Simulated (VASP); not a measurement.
# AlN (F-43m) in VASP: further runs, part 2 of 2

VASP 6.6.1. The steps go on from the part before.

### 4 Relaxation of cell and atoms, PBEsol

The input, INCAR:

```
PREC = Accurate
ENCUT = 600
EDIFF = 1E-6
ISMEAR = -1
SIGMA = 0.05
LREAL = F
LASPH = T
NELM = 80
ALGO = Normal
ISIF = 3
LWAVE = F
LCHARG = F
GGA = PS
IBRION = 2
NSW = 60
EDIFFG = -0.01
```

The input, KPOINTS:

```
regular mesh
0
Gamma
  10 10 10
```

The input, POSCAR:

```
AlN
1.0
    0.0000000000      2.1839935596      2.1839935596
    2.1839935596      0.0000000000      2.1839935596
    2.1839935596      2.1839935596      0.0000000000
Al N
1 1
Direct
    0.0000000000      0.0000000000      0.0000000000
    0.2500000000      0.2500000000      0.2500000000
```

Potentials or basis: VASP PAW PBE potentials, release 64 (Al, N).

Run with:

```console
cat potpaw_PBE.64/Al/POTCAR potpaw_PBE.64/N/POTCAR > POTCAR
mpirun -np 1 vasp_std > vasp.out
```

OUTCAR:

```text
PREC = Accurate
   ENCUT = 600
   EDIFF = 1E-6
   ISMEAR = -1
   LREAL = F
   LASPH = T
   NELM = 80
   ISIF = 3
   GGA = PS
   IBRION = 2
   NSW = 60
   EDIFFG = -0.01

 ion  position               nearest neighbor table
   1  0.000  0.000  0.000-   2 1.89   2 1.89   2 1.89   2 1.89
   2  0.250  0.250  0.250-   1 1.89   1 1.89   1 1.89   1 1.89

  LATTYP: Found a face centered cubic cell.
 ALAT       =     4.3679871192

  Lattice vectors:

 A1 = (   0.0000000000,   2.1839935596,   2.1839935596)
 A2 = (   2.1839935596,   0.0000000000,   2.1839935596)
 A3 = (   2.1839935596,   2.1839935596,   0.0000000000)

Analysis of symmetry for initial positions (statically):
=====================================================================
 Subroutine PRICEL returns:
 Original cell was already a primitive cell.

 Routine SETGRP: Setting up the symmetry group for a
 face centered cubic supercell.

 Subroutine GETGRP returns: Found 24 space group operations
 (whereof 24 operations were pure point group operations)
 out of a pool of 48 trial point group operations.

The static configuration has the point symmetry T_d .

Analysis of symmetry for dynamics (positions and initial velocities):
=====================================================================
 Subroutine PRICEL returns:
 Original cell was already a primitive cell.

 Routine SETGRP: Setting up the symmetry group for a
 face centered cubic supercell.

 Subroutine GETGRP returns: Found 24 space group operations
 (whereof 24 operations were pure point group operations)
 out of a pool of 48 trial point group operations.

The dynamic configuration has the point symmetry T_d .

 Subroutine INISYM returns: Found 24 space group operations
 (whereof 24 operations are pure point group operations),
 and found     1 'primitive' translations

----------------------------------------------------------------------------------------

                                     Primitive cell

  volume of cell :      20.8345

  direct lattice vectors                    reciprocal lattice vectors
     0.000000000  2.183993560  2.183993560    -0.228938404  0.228938404  0.228938404
     2.183993560  0.000000000  2.183993560     0.228938404 -0.228938404  0.228938404
     2.183993560  2.183993560  0.000000000     0.228938404  0.228938404 -0.228938404

  length of vectors
     3.088633312  3.088633312  3.088633312     0.396532948  0.396532948  0.396532948

  position of ions in fractional coordinates (direct lattice)
     0.000000000  0.000000000  0.000000000
     0.250000000  0.250000000  0.250000000

  ion indices of the primitive-cell ions
   primitive index   ion index
                 1           1
                 2           2

----------------------------------------------------------------------------------------

 KPOINTS: regular mesh

Automatic generation of k-mesh.
 Grid dimensions read from file:
 generate k-points for:   10   10   10

 Generating k-lattice:

  Cartesian coordinates                     Fractional coordinates (reciprocal lattice)
    -0.022893840  0.022893840  0.022893840     0.100000000  0.000000000  0.000000000
     0.022893840 -0.022893840  0.022893840     0.000000000  0.100000000  0.000000000
     0.022893840  0.022893840 -0.022893840     0.000000000  0.000000000  0.100000000

[... 45 lines left out ...]
   NGXF,Y,Z  is equivalent  to a cutoff of  30.14, 30.14, 30.14 a.u.
 SYSTEM =  unknown system
   PREC   = accura    normal or accurate (medium, high low for compatibility)
   ISTART =      0    job   : 0-new  1-cont  2-samecut
   ICHARG =      2    charge: 1-file 2-atom 10-const
   ISPIN  =      1    spin polarized calculation?
   LNONCOLLINEAR =      F non collinear calculations
   LSORBIT =      F    spin-orbit coupling
   LASPH  =      T    aspherical Exc in radial PAW
   ENCUT  =  600.0 eV  44.10 Ry    6.64 a.u.   6.17  6.17  6.17*2*pi/ulx,y,z
   NELM   =     80;   NELMIN=  2; NELMDL= -5     # of ELM steps
   EDIFF  = 0.1E-05   stopping-criterion for ELM
   LREAL  =      F    real-space projection
   EDIFFG = -.1E-01   stopping-criterion for IOM
   NSW    =     60    number of steps for IOM
   IBRION =      2    ionic relax: 0-MD 1-quasi-New 2-CG
   NFREE  =      1    steps in history (QN), initial steepest desc. (CG)
   ISIF   =      3    stress and relaxation
   ISYM   =      2    0-nonsym 1-usesym 2-fastsym
   POTIM  = 0.5000    time-step for ionic-motion
   TEBEG  =    0.0;   TEEND  =   0.0 temperature during run
   PSTRESS=    0.0 pullay stress
   NELECT =       8.0000    total number of electrons
   NUPDOWN=      -1.0000    fix difference up-down
   EMIN   =  10.00;   EMAX   =-10.00  energy-range for DOS
   EFERMI =   0.00;   METHOD = LEGACY
   ISMEAR =    -1;   SIGMA  =   0.05  broadening in eV -4-tet -1-fermi 0-gaus
   EFERMI_NEDOS =   21; number of points for ismear=-14 and -15
   IALGO  =     38    algorithm
   IMIX   =      4    mixing-type and parameters
     AMIX     =   0.40;   BMIX     =  1.00
     AMIX_MAG =   1.60;   BMIX_MAG =  1.00
  volume/ion in A,a.u.               =      10.42        70.30
  Fermi-wavevector in a.u.,A,eV,Ry     =   1.189899  2.248583 19.263943  1.415860
  Thomas-Fermi vector in A             =   2.325996
   LORBIT       =      0    0 simple, 1 ext, 2 COOP (PROOUT), +10 PAW based schemes
   GGA     = PS    functional components
   LHFCALC =     F    Hartree Fock is set to
   AEXX    =    0.0000 exact exchange contribution
   IVDW    =     0    specifies the selected vdW correction
   LEPSILON=     F    determine dielectric tensor
   LRPA    =     F    only Hartree local field effects (RPA)
 conjugate gradient relaxation of ions
 non-spin polarized calculation
  energy-cutoff  :      600.00
  volume of cell :       20.83
 maximum number of plane-waves:       725
 NGX is ok and might be reduce to    28
   NGX = 13   NGY = 13   NGZ = 13

--------------------------------------- Ionic step        1  -------------------------------------------

 number of electron       7.9999999 magnetization

 Free energy of the ion-electron system (eV)
  ---------------------------------------------------
  ext. energy  EPLUGINS =         0.00000000
  ---------------------------------------------------
  free energy    TOTEN  =       -15.61236634 eV

  energy without entropy =      -15.61236634  energy(sigma->0) =      -15.61236634

------------------------ aborting loop because EDIFF is reached ----------------------------------------

  FORCE on cell =-STRESS in cart. coord.  units (eV):
  Direction    XX          YY          ZZ          XY          YZ          ZX
  --------------------------------------------------------------------------------------
  -------------------------------------------------------------------------------------
  Total        0.1568626      0.1568626      0.1568626      0.0000000      0.0000000     -0.0000000
  in kB       12.0627402     12.0627402     12.0627402      0.0000000      0.0000000     -0.0000000
  external PRESSURE =      12.0627402 kB  Pullay stress =       0.0000000 kB
[... 59 lines left out ...]
--------------------------------------- Ionic step        3  -------------------------------------------

 number of electron       7.9999999 magnetization

 Free energy of the ion-electron system (eV)
  ---------------------------------------------------
  ext. energy  EPLUGINS =         0.00000000
  ---------------------------------------------------
  free energy    TOTEN  =       -15.61282757 eV

  energy without entropy =      -15.61282757  energy(sigma->0) =      -15.61282757

 E-fermi :   6.9191     XC(G=0): -11.1035

 val. band max:        5.8221172531   @ k =   0.0000   0.0000   0.0000
 cond. band min:       9.0067324825   @ k =   0.5000   0.5000   0.0000
 fundamental gap:      3.1846152293
 Fermi energy:         6.9190983657

 k-point     1 :       0.0000    0.0000    0.0000
  band No.  band energies     occupation
      1      -9.1023      2.00000
      2       5.8221      2.00000
      3       5.8221      2.00000
      4       5.8221      2.00000
      5       9.9033      0.00000
      6      18.2335      0.00000
      7      18.2335      0.00000
      8      18.2335      0.00000
[... 243 lines left out ...]
 k-point    24 :       0.4000    0.3000    0.0000
  band No.  band energies     occupation
      1      -7.0807      2.00000
      2       1.6531      2.00000
      3       4.1087      2.00000
      4       4.4115      2.00000
      5      10.6089      0.00000
      6      15.1915      0.00000
      7      17.9256      0.00000
      8      20.2454      0.00000

 [... further k-points ...]

------------------------ aborting loop because EDIFF is reached ----------------------------------------

  FORCE on cell =-STRESS in cart. coord.  units (eV):
  Direction    XX          YY          ZZ          XY          YZ          ZX
  --------------------------------------------------------------------------------------
  -------------------------------------------------------------------------------------
  Total        0.0004335      0.0004335      0.0004335      0.0000000      0.0000000      0.0000000
  in kB        0.0331397      0.0331397      0.0331397      0.0000000      0.0000000      0.0000000
  external PRESSURE =       0.0331397 kB  Pullay stress =       0.0000000 kB
[... 17 lines left out ...]
  FREE ENERGIE OF THE ION-ELECTRON SYSTEM (eV)
  ---------------------------------------------------
  free  energy   TOTEN  =       -15.6128275749 eV

  energy  without entropy=      -15.6128275748  energy(sigma->0) =      -15.61282757

 reached required accuracy - stopping structural energy minimisation
```

CONTCAR:

```text
AlN
   1.00000000000000
     0.0000000000000000    2.1882972563728522    2.1882972563728522
     2.1882972563728522    0.0000000000000000    2.1882972563728522
     2.1882972563728522    2.1882972563728522    0.0000000000000000
  Al              N
     1     1
Direct
     0.0000000000000000    0.0000000000000000    0.0000000000000000
     0.2500000000000000    0.2500000000000000    0.2500000000000000

  0.00000000E+00  0.00000000E+00  0.00000000E+00
  0.00000000E+00  0.00000000E+00  0.00000000E+00
```

Run time: 20 s. Hardware: 1 thread of Intel Xeon 6975P-C, shared host; peak memory 0.15 GiB.

Results:

- Free energy: -15.6128 eV
- Relaxed volume: 10.48 Å³/atom
- Relaxed cell: a = 3.095 Å, b = 3.095 Å, c = 3.095 Å, α = 60.00°, β = 60.00°, γ = 60.00°
- Space group after relaxing (to 0.05 Å): F-43m (No. 216)
- Energy gained by relaxing: 0.2 meV/atom
- Ionic steps: 3
- Pressure after relaxing: 0.0 GPa
- Band gap on the k mesh: 3.18 eV, indirect (least direct gap 4.08 eV)

Step by step:
```csv
step,energy change (eV),largest force (eV/Å),pressure (GPa),volume (Å³)
1,0.0000,0.0000,1.21,20.83
2,-0.0001,0.0000,-1.08,21.07
3,-0.0005,0.0000,0.00,20.96
```

Final structure:
```yaml
crystal:
  lattice:
    - [0.00000, 2.18830, 2.18830]
    - [2.18830, 0.00000, 2.18830]
    - [2.18830, 2.18830, 0.00000]
  atoms:
    - { symbol: Al, position: [0.00000, 0.00000, 0.00000] }
    - { symbol: N, position: [0.25000, 0.25000, 0.25000] }
```

Caveat: the PAW data sets were made with another functional, which shifts forces and pressure a little.

### 5 Relaxation of cell and atoms, PBE+D3(BJ)

The input, INCAR:

```
  ALGO = Normal
  EDIFF = 1E-6
  EDIFFG = -0.01
  ENCUT = 600
  GGA = PE
  IBRION = 2
  ISIF = 3
  ISMEAR = -1
  IVDW = 12
  LASPH = True
  LCHARG = False
  LREAL = False
  LWAVE = False
  NELM = 60
  NSW = 60
  PREC = Accurate
  SIGMA = 0.05
```

The input, KPOINTS:

```
k-points
0
Gamma
  10 10 10
```

POSCAR is that of step 4.

Run with:

```console
cat potpaw_PBE.64/Al/POTCAR potpaw_PBE.64/N/POTCAR > POTCAR
mpirun -np 1 vasp_std > vasp.out
```

Run time: 19 s. Hardware: 1 thread of Intel Xeon 6975P-C, shared host; peak memory 0.16 GiB.

It converged, with:

| Property | Result |
| --- | --- |
| Free energy | -15.3814 eV |
| Relaxed volume | 10.43 Å³/atom |
| Relaxed cell | a = 3.090 Å, b = 3.090 Å, c = 3.090 Å, α = 60.00°, β = 60.00°, γ = 60.00° |
| Space group after relaxing (to 0.05 Å) | F-43m (No. 216) |
| Energy gained by relaxing | 0.0 meV/atom |
| Ionic steps | 3 |
| Pressure after relaxing | 0.0 GPa |
| Band gap on the k mesh | 3.32 eV, indirect (least direct gap 4.19 eV) |
| Dispersion energy per atom | -0.269 eV |

Final structure:
```
Al N
1.0
     0.00000    2.18477    2.18477
     2.18477    0.00000    2.18477
     2.18477    2.18477    0.00000
Al N
1 1
Cartesian
  0.0000 0.0000 0.0000
  1.0924 1.0924 1.0924
```

Levels at points of the mesh, in eV from the valence-band top:
```
           k point  band 1  band 2  band 3  band 4  band 5  band 6  band 7  band 8
(0.00, 0.00, 0.00)  -14.98    0.00    0.00    0.00    4.19   12.55   12.55   12.55
(0.50, 0.00, 0.00)  -12.93   -5.85   -0.48   -0.48    7.37    9.86   11.14   11.14
(0.50, 0.50, 0.00)  -12.30   -4.90   -1.77   -1.77    3.32    8.61   13.94   15.72
```

A k mesh can miss the band edges. Expect the measured gap to be larger: semilocal functionals such as PBE lack the derivative discontinuity.

### 6 Relaxation of cell and atoms, PBE+D4

The input, INCAR:

```
  ALGO = Normal
  EDIFF = 1E-6
  EDIFFG = -0.01
  ENCUT = 600
  GGA = PE
  IBRION = 2
  ISIF = 3
  ISMEAR = -1
  IVDW = 13
  LASPH = T
  LCHARG = F
  LREAL = F
  LWAVE = F
  NELM = 80
  NSW = 60
  PREC = Accurate
  SIGMA = 0.05
```

KPOINTS is that of step 5.

POSCAR is that of step 5.

Potentials or basis: VASP PAW PBE potentials, release 64 (Al, N).

Run with:

```console
cat potpaw_PBE.64/Al/POTCAR potpaw_PBE.64/N/POTCAR > POTCAR
mpirun -np 1 vasp_std > vasp.out
```

It took 20 s on 1 thread of Intel Xeon 6975P-C, shared host; peak memory 0.15 GiB.

Results (log left out):

```yaml
Free_energy: -15.4576 eV
Relaxed_volume: 10.41 Å³/atom
Relaxed_cell: a = 3.088 Å, b = 3.088 Å, c = 3.088 Å, α = 60.00°, β = 60.00°, γ = 60.00°
Space_group_after_relaxing_to_0.05_Å: F-43m (No. 216)
Energy_gained_by_relaxing: 0.0 meV/atom
Ionic_steps: 3
Pressure_after_relaxing: -0.1 GPa
Band_gap_on_the_k_mesh: 3.32 eV, indirect (least direct gap 4.20 eV)
Dispersion_energy_per_atom: -0.308 eV
```

Final structure:
```
Al N
1.0
     0.00000    2.18344    2.18344
     2.18344    0.00000    2.18344
     2.18344    2.18344    0.00000
Al N
1 1
Cartesian
  0.0000 0.0000 0.0000
  1.0917 1.0917 1.0917
```

Levels at points of the mesh, in eV from the valence-band top:
```tsv
k point	band 1	band 2	band 3	band 4	band 5	band 6	band 7	band 8
(0.00, 0.00, 0.00)	-14.99	0.00	0.00	0.00	4.20	12.57	12.57	12.57
(0.50, 0.00, 0.00)	-12.94	-5.86	-0.48	-0.48	7.39	9.87	11.15	11.15
(0.50, 0.50, 0.00)	-12.30	-4.90	-1.77	-1.77	3.32	8.62	13.97	15.74
```

A k mesh can miss the band edges.

### 7 The runs side by side

```tsv
task	level	cell	cutoff (eV)	smearing	gap on the mesh (eV)	pressure (GPa)	relaxed volume (Å³/atom)
single point	PBE	a = 3.089 Å, angles 60.0°, 2 atoms	520	gaussian 0.027 eV	3.32	4.6	-
single point	PBE+D4	a = 3.090 Å, angles 60.0°, 2 atoms	520	fermi-dirac 0.05 eV	3.32	-0.3	-
relaxation of cell and atoms	PBEsol	relaxed from a = 3.089 Å, angles 60.0°, 2 atoms	600	fermi-dirac 0.05 eV	3.18	0.0	10.48
relaxation of cell and atoms	PBE+D3(BJ)	relaxed from a = 3.089 Å, angles 60.0°, 2 atoms	600	fermi-dirac 0.05 eV	3.32	0.0	10.43
relaxation of cell and atoms	PBE+D4	relaxed from a = 3.089 Å, angles 60.0°, 2 atoms	600	fermi-dirac 0.05 eV	3.32	-0.1	10.41
```

Alike in all rows: potentials or basis VASP PAW PBE potentials, release 64 (Al, N); no spin polarisation; k mesh 10 × 10 × 10.

Caveats: the PAW data sets were made with another functional, which shifts forces and pressure a little (some runs).

Absolute energies hang on the potentials; compare differences alone.
